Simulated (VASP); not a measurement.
A run of VASP 6.6.1:

File INCAR:

```
SYSTEM = YSe
ALGO = Normal
EDIFF = 1E-6
ENCUT = 500
GGA = PS
GGA_COMPAT = .FALSE.
ISIF = 2
ISMEAR = 0
LASPH = .TRUE.
LCHARG = .TRUE.
LELF = .TRUE.
LREAL = .FALSE.
LVHAR = .TRUE.
LWAVE = .FALSE.
NBANDS = 16
NELM = 120
PREC = Accurate
SIGMA = 0.15
```

Contents of KPOINTS:

```
k-points
0
G
  14 14 14
  0 0 0
```

File POSCAR:

```
YSe
1.0
    0.0000000000      2.8965625000      2.8965625000
    2.8750000000      0.0215625000      2.8750000000
    2.8750000000      2.8750000000      0.0215625000
Y Se
1 1
Direct
    0.0000000000      0.0000000000      0.0000000000
    0.5000000000      0.5000000000      0.5000000000
```

Potentials or basis: VASP PAW PBE potentials, release 64 (Y_sv, Se).

The run is started by

```sh
$ cat potpaw_PBE.64/Y_sv/POTCAR potpaw_PBE.64/Se/POTCAR > POTCAR
$ mpirun -np 1 vasp_std > vasp.out
```

Hardware: 1 thread of Intel(R) Xeon(R) Platinum 8488C (Sapphire Rapids), on a shared host.

Q: How long does it take, and how much memory?

A: Wall time 5 min on 1 thread of Intel(R) Xeon(R) Platinum 8488C (Sapphire Rapids), with other jobs on the host, peak memory 0.47 GiB. Counts: scf iterations 13, k points 428.
